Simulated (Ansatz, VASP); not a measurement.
**InGa2N3: VASP beside Ansatz**

```
In Ga N
1.0
     6.28316    0.00000    0.00000
    -3.14158    5.44138    0.00000
     0.00000    0.00000    3.30446
In Ga N
1 2 3
Cartesian
  0.0000 0.0000 0.0000
  0.0000 3.6276 1.6522
  3.1416 1.8138 1.6522
  3.1416 0.0000 1.6522
  -1.5708 2.7207 1.6522
  1.5708 2.7207 1.6522
```

Alike in both runs: functional PBE; k mesh 6 × 6 × 4; occupations gaussian, width 0.1 eV; no spin polarisation.

Ansatz relaxed the structure, and its values are those at the end. VASP's run is a single point on that final structure, the one shown.

```csv
,VASP,Ansatz
version,VASP 6.6.1,Ansatz 0.2.0
potentials or method,"VASP PAW PBE potentials, release 64 (In_d, Ga_d, N), cutoff 520 eV","scalar-relativistic, plane waves, PAW"
valence electrons in the cell,54,54
```

```csv
,VASP,Ansatz,Ansatz less VASP
gap on the k mesh at the Fermi level (eV),none,none,-
pressure (GPa),-0.4,-0.1,+0.31
```

A gap of «none» marks a metal or a gap that the smearing closes.

The k mesh is coarse, so the values compare programs but aren't converged.
